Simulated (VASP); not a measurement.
Here is a VASP 6.6.1 calculation.

The input POSCAR:

```
Au
1.0
   -1.6572690000      1.6572690000      1.5909782400
    1.6572690000     -1.6572690000      1.5909782400
    1.6572690000      1.6572690000     -1.5909782400
Au
1
Direct
    0.0000000000      0.0000000000      0.0000000000
```

File INCAR.step1:

```
SYSTEM = Au
ALGO = Normal
EDIFF = 1E-4
ENCUT = 520
GGA = PE
ISMEAR = 0
LASPH = .TRUE.
LCHARG = .FALSE.
LREAL = .FALSE.
LWAVE = .TRUE.
NBANDS = 12
NELM = 60
PREC = Accurate
SIGMA = 0.15
```

INCAR.step2

```
SYSTEM = Au
ALGO = Normal
EDIFF = 1E-6
ENCUT = 520
ISIF = 2
ISMEAR = 0
ISTART = 1
LASPH = .TRUE.
LCHARG = .FALSE.
LMIXTAU = .TRUE.
LREAL = .FALSE.
LWAVE = .FALSE.
METAGGA = R2SCAN
NBANDS = 12
NELM = 60
PREC = Accurate
SIGMA = 0.15
```

KPOINTS

```
k-points
0
G
  24 24 24
  0 0 0
```

Potentials or basis: VASP PAW PBE potentials, release 64 (Au).

The run is started by

```sh
$ cat potpaw_PBE.64/Au/POTCAR > POTCAR
$ cp INCAR.step1 INCAR
$ mpirun -np 1 vasp_std > vasp.out
$ cp INCAR.step2 INCAR
$ mpirun -np 1 vasp_std > vasp.out
```

Question: What does it give for the band gap on the k mesh?

Answer: Zero (an odd number of electrons rules out a gap without spin polarisation).

Question: Predict the pressure.

Answer: 1.3 GPa.

Stress tensor (GPa, compression positive):
```
1.44 0.00 0.00
0.00 1.44 0.00
0.00 0.00 1.04
```

Caveat: the cell differs from its parent crystal (strain +0.000 along x and y, -0.040 along z); the PAW data sets were made with another functional, which shifts forces and pressure a little; spin-orbit coupling is left out, which moves the levels of the heavy elements.
